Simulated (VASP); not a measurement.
Here is a VASP 6.6.1 calculation.

File INCAR:

```
SYSTEM = Pd
PREC = Accurate
ENCUT = 520
EDIFF = 1E-7
ISMEAR = 0
SIGMA = 0.15
LREAL = .False.
LASPH = .True.
NELM = 80
ALGO = Fast
ISIF = 2
LWAVE = .False.
LCHARG = .True.
GGA = PS
LELF = .True.
LVHAR = .True.
NBANDS = 11
```

The input KPOINTS:

```
regular mesh
0
Gamma
  20 20 20
  0 0 0
```

POSCAR

```
Pd
1.0
    0.0340357500      1.9449000000      1.9449000000
    1.9789357500      0.0000000000      1.9789357500
    1.9449000000      1.9449000000      0.0340357500
Pd
1
Direct
    0.0000000000      0.0000000000      0.0000000000
```

Potentials or basis: VASP PAW PBE potentials, release 64 (Pd).

Command:

```console
$ cat potpaw_PBE.64/Pd/POTCAR > POTCAR
$ mpirun -np 1 vasp_std > vasp.out
```

Question: What does it give for the pressure?

Answer: -2.2 GPa.

Question: What does it give for the band gap on the k mesh?

Answer: Zero (band 5 reaches 9.98 eV, above the bottom of band 6 at 8.33 eV).

Stress tensor (GPa, compression positive):
```
-2.06  0.00 -2.72
 0.00 -2.59  0.00
-2.72  0.00 -2.06
```

Caveat: the cell differs from its parent crystal (strain +0.0350 x Voigt [0, 0, 0, 0, 1, 0]); the PAW data sets were made with another functional, which shifts forces and pressure a little.
